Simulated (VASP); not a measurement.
# Mg15GaO16 (a cell with a defect) in VASP: relaxation of the atoms with PBEsol

Aim: the relaxation of the atoms of Mg15GaO16 (a cell with a defect) with PBEsol.

Everything below comes from runs of VASP 6.6.1. Logs are shortened: lines on timing, memory, paths and dates and some standing lists are left out, and cuts for length are marked.

## 1. The cell of the first run

The cell holds a defect, 64 atoms: a = 8.429 Å, b = 8.429 Å, c = 8.429 Å, α = 90.00°, β = 90.00°, γ = 90.00°.

## 2. Relaxation of the atoms, PBEsol

INCAR reads:

```
SYSTEM = Mg15GaO16
PREC = Accurate
ENCUT = 520
EDIFF = 1E-7
ISMEAR = -1
SIGMA = 0.05
LREAL = Auto
LASPH = .True.
NELM = 120
ALGO = Normal
ISIF = 2
LWAVE = .False.
LCHARG = .False.
GGA = PS
IBRION = 2
NSW = 100
EDIFFG = -0.03
ISYM = -1
GGA_COMPAT = .False.
NELMIN = 4
```

KPOINTS reads:

```
explicit points
1
Reciprocal
  0.25000000   0.25000000   0.25000000 1
```

POSCAR reads:

```
Mg15GaO16
1.0
    8.4288080000      0.0000000000      0.0000000000
    0.0000000000      8.4288080000      0.0000000000
    0.0000000000      0.0000000000      8.4288080000
O Ga Mg
32 2 30
Direct
    0.2491290000      0.9972160000      0.9968450000
    0.2487450000      0.9984370000      0.5031870000
    0.2486010000      0.5004050000      0.9968100000
    0.2529930000      0.4980310000      0.5024130000
    0.7531280000      0.0002120000      0.9969580000
    0.7475350000      0.0017840000      0.4946280000
    0.7484980000      0.5009620000      0.0002270000
    0.7506640000      0.4969520000      0.5022950000
    0.9994170000      0.2529090000      0.0024350000
    0.9993660000      0.2542670000      0.4987840000
    0.0014770000      0.7460250000      0.0007780000
    0.0025810000      0.7532820000      0.5001140000
    0.5006030000      0.2501200000      0.9987410000
    0.5006150000      0.2535000000      0.5011290000
    0.4984600000      0.7493760000      0.0000210000
    0.5029130000      0.7497610000      0.4992930000
    0.0010730000      0.9974780000      0.2488330000
    0.9976290000      0.9987360000      0.7508780000
    0.0033480000      0.5022740000      0.2514710000
    0.9980030000      0.4968410000      0.7517160000
    0.5014150000      0.0012850000      0.2500050000
    0.5004990000      0.0034890000      0.7487280000
    0.5014970000      0.5013990000      0.2505080000
    0.5006870000      0.4974760000      0.7472810000
    0.2484640000      0.2469700000      0.2501660000
    0.2493770000      0.2512200000      0.7444740000
    0.2492440000      0.7553900000      0.2503330000
    0.2506690000      0.7487050000      0.7456800000
    0.7502360000      0.2459310000      0.2450790000
    0.7481490000      0.2515080000      0.7527180000
    0.7525410000      0.7543160000      0.2512400000
    0.7482990000      0.7516480000      0.7543560000
    0.0006710000      0.9978650000      0.0029290000
    0.4991970000      0.5034210000      0.5023660000
    0.9968650000      0.0019310000      0.5003120000
    0.0065190000      0.4976500000      0.0005690000
    0.9994500000      0.4980070000      0.5002730000
    0.5001810000      0.0027240000      0.0020770000
    0.4980400000      0.0050660000      0.4978650000
    0.5000200000      0.4978860000      0.0024940000
    0.2508670000      0.2475140000      0.0010310000
    0.2503440000      0.2520900000      0.4990660000
    0.2531670000      0.7563850000      0.0007120000
    0.2459930000      0.7507540000      0.5002220000
    0.7509030000      0.2481450000      0.0015940000
    0.7497580000      0.2486970000      0.5006260000
    0.7493820000      0.7462980000      0.0047150000
    0.7476910000      0.7512390000      0.4963270000
    0.2497970000      0.0018760000      0.2494600000
    0.2477630000      0.9954730000      0.7518780000
    0.2462160000      0.4951800000      0.2490970000
    0.2488940000      0.5021230000      0.7460170000
    0.7500140000      0.9986740000      0.2552970000
    0.7508980000      0.9999280000      0.7485400000
    0.7529440000      0.4953320000      0.2491390000
    0.7525090000      0.4993360000      0.7553430000
    0.9962830000      0.2508490000      0.2494680000
    0.9961580000      0.2503800000      0.7517120000
    0.0029950000      0.7500080000      0.2469970000
    0.0028520000      0.7508450000      0.7480620000
    0.4964770000      0.2529600000      0.2518470000
    0.5037270000      0.2540720000      0.7460990000
    0.5002450000      0.7513160000      0.2499200000
    0.4994890000      0.7498920000      0.7548280000
```

Potentials or basis: VASP PAW PBE potentials, release 64 (O, Ga_d, Mg).

On the command line:

```console
$ cat potpaw_PBE.64/O/POTCAR potpaw_PBE.64/Ga_d/POTCAR potpaw_PBE.64/Mg/POTCAR > POTCAR
$ mpirun -np 1 vasp_std > vasp.out
```

OUTCAR:

```text
SYSTEM = Mg15GaO16
   PREC = Accurate
   ENCUT = 520
   EDIFF = 1E-7
   ISMEAR = -1
   LREAL = Auto
   LASPH = .True.
   NELM = 120
   ISIF = 2
   GGA = PS
   IBRION = 2
   NSW = 100
   EDIFFG = -0.03
   ISYM = -1
   NELMIN = 4

 ion  position               nearest neighbor table
   1  0.249  0.997  0.997-  43 2.03  50 2.06  33 2.09  41 2.11  38 2.12  49 2.13
   2  0.249  0.998  0.503-  44 2.09  50 2.10  39 2.10  35 2.12  42 2.14  49 2.14
   3  0.249  0.500  0.997-  36 2.04  52 2.11  40 2.12  51 2.13  41 2.13  43 2.16
   4  0.253  0.498  0.502-  52 2.05  42 2.07  34 2.08  44 2.13  51 2.14  37 2.14
   5  0.753  0.000  0.997-  33 2.09  45 2.09  54 2.09  38 2.13  47 2.14  53 2.18
   6  0.748  0.002  0.495-  53 2.02  46 2.08  35 2.10  39 2.10  48 2.11  54 2.14
[... 76 lines left out ...]
  58  0.996  0.250  0.752-  20 2.08  30 2.09   9 2.11  18 2.12  10 2.13  26 2.14  56 2.94  45 2.95
                            54 2.95  36 2.96  46 2.97  37 2.97  35 2.98  33 3.00  41 3.00  52 3.01
  59  0.003  0.750  0.247-  11 2.08  27 2.08  17 2.09  19 2.09  31 2.11  12 2.13  33 2.93  47 2.96
                            44 2.96  43 2.96  51 2.97  49 2.97  36 2.97  53 2.99  48 3.01  55 3.01
  60  0.003  0.751  0.748-  28 2.09  12 2.09  18 2.09  11 2.13  20 2.14  32 2.15  50 2.92  44 2.93
                            52 2.95  35 2.97  37 2.98  54 2.99  33 2.99  56 2.99  43 3.00  36 3.01
  61  0.496  0.253  0.252-  25 2.09  23 2.09  14 2.10  21 2.12  13 2.13  29 2.14  51 2.94  42 2.94
                            39 2.94  40 2.95  41 2.96  49 2.97  55 2.97  38 2.98  34 2.99  46 2.99
  62  0.504  0.254  0.746-  24 2.05  30 2.06  14 2.06  22 2.11  13 2.13  26 2.14  46 2.93  34 2.94
                            56 2.95  39 2.96  40 2.98  42 2.98  54 2.99  45 3.00  52 3.00  38 3.02
  63  0.500  0.751  0.250-  16 2.10  15 2.11  23 2.11  21 2.11  27 2.12  31 2.13  48 2.94  47 2.95
                            43 2.96  53 2.96  38 2.98  34 2.98  40 2.99  49 2.99  39 2.99  44 3.01
  64  0.499  0.750  0.755-  15 2.07  32 2.10  28 2.10  24 2.13  22 2.14  16 2.15  43 2.93  50 2.96
                            52 2.97  34 2.97  40 2.98  47 2.98  38 2.98  54 2.99  56 3.00  48 3.02

IMPORTANT INFORMATION: All symmetrisations will be switched off!
NOSYMM: (Re-)initialisation of all symmetry stuff for point group C_1.

----------------------------------------------------------------------------------------

                                     Primitive cell

  volume of cell :     598.8230

  direct lattice vectors                    reciprocal lattice vectors
     8.428808000  0.000000000  0.000000000     0.118640738  0.000000000  0.000000000
     0.000000000  8.428808000  0.000000000     0.000000000  0.118640738  0.000000000
     0.000000000  0.000000000  8.428808000     0.000000000  0.000000000  0.118640738

  length of vectors
     8.428808000  8.428808000  8.428808000     0.118640738  0.118640738  0.118640738

  position of ions in fractional coordinates (direct lattice)
     0.249129000  0.997216000  0.996845000
     0.248745000  0.998437000  0.503187000
     0.248601000  0.500405000  0.996810000
     0.252993000  0.498031000  0.502413000
     0.753128000  0.000212000  0.996958000
     0.747535000  0.001784000  0.494628000
[... 56 lines left out ...]
     0.500245000  0.751316000  0.249920000
     0.499489000  0.749892000  0.754828000

  ion indices of the primitive-cell ions
   primitive index   ion index
                 1           1
                 2           2
                 3           3
                 4           4
                 5           5
                 6           6
[... 56 lines left out ...]
                63          63
                64          64

----------------------------------------------------------------------------------------

 KPOINTS: explicit points

Read explicit list of k-points.

 Found      1 k-points:

 Following reciprocal coordinates:
            Coordinates               Weight
  0.250000  0.250000  0.250000      1.000000
   k-points           NKPTS =      1   k-points in BZ     NKDIM =      1   number of bands    NBANDS=    172
   number of dos      NEDOS =    301   number of ions     NIONS =     64
   total plane-waves  NPLWV = 262144
   dimension x,y,z NGX =    64 NGY =   64 NGZ =   64
   dimension x,y,z NGXF=   128 NGYF=  128 NGZF=  128
   ions per type =              32   2  30
   NGX,Y,Z   is equivalent  to a cutoff of  12.62, 12.62, 12.62 a.u.
   NGXF,Y,Z  is equivalent  to a cutoff of  25.25, 25.25, 25.25 a.u.
 SYSTEM =  Mg15GaO16
   PREC   = accura    normal or accurate (medium, high low for compatibility)
   ISTART =      0    job   : 0-new  1-cont  2-samecut
   ICHARG =      2    charge: 1-file 2-atom 10-const
   ISPIN  =      1    spin polarized calculation?
   LNONCOLLINEAR =      F non collinear calculations
   LSORBIT =      F    spin-orbit coupling
   LASPH  =      T    aspherical Exc in radial PAW
   ENCUT  =  520.0 eV  38.22 Ry    6.18 a.u.  15.67 15.67 15.67*2*pi/ulx,y,z
   NELM   =    120;   NELMIN=  4; NELMDL= -5     # of ELM steps
   EDIFF  = 0.1E-06   stopping-criterion for ELM
   LREAL  =      T    real-space projection
   EDIFFG = -.3E-01   stopping-criterion for IOM
   NSW    =    100    number of steps for IOM
   IBRION =      2    ionic relax: 0-MD 1-quasi-New 2-CG
   NFREE  =      1    steps in history (QN), initial steepest desc. (CG)
   ISIF   =      2    stress and relaxation
   ISYM   =     -1    0-nonsym 1-usesym 2-fastsym
   POTIM  = 0.5000    time-step for ionic-motion
   TEBEG  =    0.0;   TEEND  =   0.0 temperature during run
   PSTRESS=    0.0 pullay stress
   NELECT =     278.0000    total number of electrons
   NUPDOWN=      -1.0000    fix difference up-down
   EMIN   =  10.00;   EMAX   =-10.00  energy-range for DOS
   EFERMI =   0.00;   METHOD = LEGACY
   ISMEAR =    -1;   SIGMA  =   0.05  broadening in eV -4-tet -1-fermi 0-gaus
   EFERMI_NEDOS =   21; number of points for ismear=-14 and -15
   IALGO  =     38    algorithm
   IMIX   =      4    mixing-type and parameters
     AMIX     =   0.40;   BMIX     =  1.00
     AMIX_MAG =   1.60;   BMIX_MAG =  1.00
  volume/ion in A,a.u.               =       9.36        63.14
  Fermi-wavevector in a.u.,A,eV,Ry     =   1.267623  2.395461 21.862783  1.606869
  Thomas-Fermi vector in A             =   2.400762
   LORBIT       =      0    0 simple, 1 ext, 2 COOP (PROOUT), +10 PAW based schemes
   GGA     = PS    functional components
   LHFCALC =     F    Hartree Fock is set to
   AEXX    =    0.0000 exact exchange contribution
   IVDW    =     0    specifies the selected vdW correction
   LEPSILON=     F    determine dielectric tensor
   LRPA    =     F    only Hartree local field effects (RPA)
 conjugate gradient relaxation of ions
 non-spin polarized calculation
  energy-cutoff  :      520.00
  volume of cell :      598.82
 maximum number of plane-waves:     16125
 NGX is ok and might be reduce to    64
   NGX = 31   NGY = 31   NGZ = 31

--------------------------------------- Ionic step        1  -------------------------------------------

 number of electron     277.9999993 magnetization

 Free energy of the ion-electron system (eV)
  ---------------------------------------------------
  ext. energy  EPLUGINS =         0.00000000
  ---------------------------------------------------
  free energy    TOTEN  =      -393.90807285 eV

  energy without entropy =     -393.90219425  energy(sigma->0) =     -393.90513355

------------------------ aborting loop because EDIFF is reached ----------------------------------------

  FORCE on cell =-STRESS in cart. coord.  units (eV):
  Direction    XX          YY          ZZ          XY          YZ          ZX
  --------------------------------------------------------------------------------------
  -------------------------------------------------------------------------------------
  Total       12.8758135     13.2035500     13.1872377     -0.7670517     -0.6355291     -0.5360115
  in kB       34.4498056     35.3266790     35.2830349     -2.0522806     -1.7003860     -1.4341224
  external PRESSURE =      35.0198399 kB  Pullay stress =       0.0000000 kB
[... 275 lines left out ...]
  FREE ENERGIE OF THE ION-ELECTRON SYSTEM (eV)
  ---------------------------------------------------
  free  energy   TOTEN  =      -394.4133273611 eV

  energy  without entropy=     -394.4008201821  energy(sigma->0) =     -394.40707377

[... ionic steps 4 to 24 ...]

--------------------------------------- Ionic step       25  -------------------------------------------

 number of electron     277.9999930 magnetization

------------------------ aborting loop because EDIFF is reached ----------------------------------------
[... 191 lines left out ...]
--------------------------------------- Ionic step       27  -------------------------------------------

 number of electron     277.9999930 magnetization

 Free energy of the ion-electron system (eV)
  ---------------------------------------------------
  ext. energy  EPLUGINS =         0.00000000
  ---------------------------------------------------
  free energy    TOTEN  =      -395.05795023 eV

  energy without entropy =     -395.05794888  energy(sigma->0) =     -395.05794956

 E-fermi :   7.7229     XC(G=0): -11.4259

 val. band max:        6.9900473013   @ k =   0.2500   0.2500   0.2500
 cond. band min:       8.4557436009   @ k =   0.2500   0.2500   0.2500
 fundamental gap:      1.4656962996
 Fermi energy:         7.7228932799

 k-point     1 :       0.2500    0.2500    0.2500
  band No.  band energies     occupation
      1     -14.2453      2.00000
      2     -13.6638      2.00000
      3     -13.5814      2.00000
      4     -13.5810      2.00000
      5     -13.2994      2.00000
      6     -13.2963      2.00000
[... 143 lines left out ...]
    150      11.3165      0.00000
    151      11.4905      0.00000
 [bands above 151 left out]

------------------------ aborting loop because EDIFF is reached ----------------------------------------

  FORCE on cell =-STRESS in cart. coord.  units (eV):
  Direction    XX          YY          ZZ          XY          YZ          ZX
  --------------------------------------------------------------------------------------
  -------------------------------------------------------------------------------------
  Total       11.1457581     11.1531240     11.1386957     -0.6882915     -0.6911468     -0.6871478
  in kB       29.8209663     29.8406740     29.8020706     -1.8415541     -1.8491936     -1.8384943
  external PRESSURE =      29.8212370 kB  Pullay stress =       0.0000000 kB
[... 79 lines left out ...]
  FREE ENERGIE OF THE ION-ELECTRON SYSTEM (eV)
  ---------------------------------------------------
  free  energy   TOTEN  =      -395.0579502320 eV

  energy  without entropy=     -395.0579488821  energy(sigma->0) =     -395.05794956

 reached required accuracy - stopping structural energy minimisation
```

It took 72 min on 1 thread of Intel Xeon Platinum 8488C (Sapphire Rapids), shared host; peak memory 0.7 GiB.

Results:

| Quantity | Value |
| --- | --- |
| Free energy | -395.0580 eV |
| Energy gained by relaxing | 18.0 meV/atom |
| Ionic steps | 27 |
| Pressure after relaxing | 3.0 GPa |
| Largest force after relaxing | 0.015 eV/Å |
| Band gap on the k mesh | 1.47 eV |

Forces on the atoms (eV/Å):
```
O   -0.001 -0.009 -0.005
O    0.000  0.002 -0.007
O    0.000 -0.004 -0.004
O    0.000  0.008  0.004
O    0.007 -0.006  0.004
O   -0.004 -0.001 -0.003
O    0.007  0.001  0.002
O    0.004  0.009  0.002
O   -0.008 -0.007 -0.008
O   -0.005  0.001  0.003
O    0.000  0.005  0.007
O    0.003 -0.004 -0.002
O    0.002  0.001 -0.004
O   -0.004  0.003  0.008
O    0.003 -0.005  0.002
O   -0.004  0.003 -0.001
O   -0.005 -0.004 -0.002
O   -0.010 -0.007  0.004
O    0.002 -0.002  0.000
O    0.001  0.000  0.004
O    0.001  0.004  0.000
O    0.001  0.003 -0.006
O    0.002  0.002  0.002
O   -0.004  0.006  0.005
O    0.003 -0.002 -0.004
O   -0.003 -0.005 -0.002
O    0.003  0.000 -0.002
O    0.002  0.005 -0.001
O    0.001  0.002  0.001
O   -0.008 -0.004 -0.001
O    0.004 -0.001  0.000
O    0.001 -0.004  0.001
Ga  -0.004 -0.014  0.003
Ga   0.001  0.001 -0.002
Mg  -0.007  0.005  0.005
Mg   0.014  0.000  0.002
Mg  -0.006  0.001 -0.001
Mg   0.001  0.006 -0.003
Mg  -0.001  0.005 -0.003
Mg   0.004  0.001  0.002
Mg  -0.003 -0.005 -0.003
Mg  -0.003  0.006 -0.007
Mg   0.006  0.002 -0.007
Mg   0.002  0.002  0.002
Mg   0.006 -0.002  0.006
Mg  -0.005  0.001 -0.001
Mg   0.002 -0.006 -0.004
Mg  -0.001  0.001  0.006
Mg  -0.004 -0.004 -0.010
Mg  -0.005  0.002 -0.001
Mg   0.003  0.004  0.003
Mg   0.003  0.006 -0.001
Mg   0.000  0.002  0.005
Mg  -0.001  0.000  0.008
Mg   0.004  0.002  0.000
Mg   0.001 -0.002  0.001
Mg   0.000 -0.005 -0.002
Mg  -0.005 -0.003  0.002
Mg   0.002  0.000  0.001
Mg   0.003 -0.005  0.003
Mg   0.001  0.000  0.001
Mg  -0.003  0.006 -0.001
Mg   0.000  0.005  0.000
Mg   0.001 -0.001 -0.002
```

Stress tensor (GPa, compression positive):
```
 2.98 -0.18 -0.18
-0.18  2.98 -0.18
-0.18 -0.18  2.98
```

Step by step:
| step | energy change (eV) | largest force (eV/Å) | pressure (GPa) |
| --- | --- | --- | --- |
| 1 | 0.0000 | 0.9014 | 3.50 |
| 2 | -0.4802 | 0.5951 | 3.11 |
| 3 | -0.5053 | 0.5821 | 3.06 |
| 4 | -0.6256 | 0.3188 | 2.93 |
| 5 | -0.6377 | 0.2104 | 2.89 |
| 6 | -0.6771 | 0.3262 | 2.86 |
| 7 | -0.7689 | 0.7647 | 2.83 |
| 8 | -0.5069 | 1.1958 | 3.16 |
| 9 | -0.7803 | 0.8700 | 2.83 |
| 10 | -0.7851 | 1.0067 | 2.85 |
| 11 | -0.7907 | 1.0184 | 2.85 |
| 12 | -0.8057 | 1.0445 | 2.86 |
| 13 | -0.8228 | 1.0497 | 2.89 |
| 14 | -0.8434 | 1.0184 | 2.89 |
| 15 | -0.9008 | 0.9219 | 2.88 |
| 16 | -0.9930 | 0.7027 | 2.89 |
| 17 | -1.0803 | 0.2974 | 2.97 |
| 18 | -1.0817 | 0.3228 | 2.99 |
| 19 | -1.0991 | 0.2741 | 2.99 |
| 20 | -1.1322 | 0.1274 | 2.99 |
| 21 | -1.1128 | 0.2604 | 3.04 |
| 22 | -1.1383 | 0.0984 | 3.00 |
| 23 | -1.1422 | 0.0725 | 2.99 |
| 24 | -1.1471 | 0.0977 | 2.99 |
| 25 | -1.1489 | 0.0313 | 2.98 |
| 26 | -1.1495 | 0.0586 | 2.98 |
| 27 | -1.1499 | 0.0149 | 2.98 |

Final structure:
```
CELL_PARAMETERS angstrom
8.42881 0.00000 0.00000
0.00000 8.42881 0.00000
0.00000 0.00000 8.42881
ATOMIC_POSITIONS crystal
O 0.27054 0.00007 0.00000
O 0.25541 0.00000 0.50023
O 0.25519 0.50029 0.00011
O 0.25913 0.49994 0.49997
O 0.72900 0.00060 0.00023
O 0.74499 0.00023 0.50011
O 0.74461 0.50028 0.00006
O 0.74092 0.50010 0.50008
O 0.99992 0.27116 0.99990
O 0.00018 0.25541 0.50000
O 0.00022 0.72952 0.00023
O 0.00007 0.74503 0.50008
O 0.49990 0.25543 0.00010
O 0.50007 0.25909 0.49993
O 0.49988 0.74506 0.00013
O 0.50017 0.74096 0.50017
O 0.99995 0.00000 0.27079
O 0.00062 0.00060 0.72924
O 0.99984 0.50028 0.25529
O 0.00004 0.50025 0.74476
O 0.49999 0.00000 0.25536
O 0.50003 0.00017 0.74497
O 0.49989 0.50003 0.25913
O 0.50015 0.50011 0.74093
O 0.25066 0.25083 0.25083
O 0.25096 0.25104 0.74931
O 0.25073 0.74930 0.25095
O 0.25086 0.74928 0.74933
O 0.74921 0.25092 0.25078
O 0.74942 0.25106 0.74930
O 0.74916 0.74944 0.25087
O 0.74937 0.74962 0.74937
Ga 0.00012 0.00063 0.00001
Ga 0.50004 0.50004 0.50012
Mg 0.00024 0.00010 0.50001
Mg 0.99968 0.50032 0.00001
Mg 0.00014 0.50017 0.50004
Mg 0.49984 0.00005 0.00018
Mg 0.50017 0.99999 0.50014
Mg 0.49991 0.50021 0.00003
Mg 0.24929 0.24957 0.00006
Mg 0.24792 0.24776 0.50013
Mg 0.24915 0.75081 0.00022
Mg 0.24785 0.75223 0.50009
Mg 0.75058 0.24954 0.99996
Mg 0.75239 0.24792 0.50004
Mg 0.75076 0.75123 0.00019
Mg 0.75235 0.75241 0.50003
Mg 0.24931 0.00010 0.24951
Mg 0.24950 0.00012 0.75081
Mg 0.24765 0.50001 0.24779
Mg 0.24779 0.50011 0.75232
Mg 0.75073 0.00020 0.24925
Mg 0.75097 0.00033 0.75081
Mg 0.75207 0.50012 0.24786
Mg 0.75228 0.50030 0.75226
Mg 0.99993 0.24949 0.24930
Mg 0.00021 0.24961 0.75068
Mg 0.99997 0.75091 0.24933
Mg 0.00014 0.75113 0.75084
Mg 0.49996 0.24784 0.24781
Mg 0.50014 0.24785 0.75230
Mg 0.49995 0.75222 0.24791
Mg 0.50007 0.75241 0.75239
```

Caveat: the PAW data sets were made with another functional, which shifts forces and pressure a little.
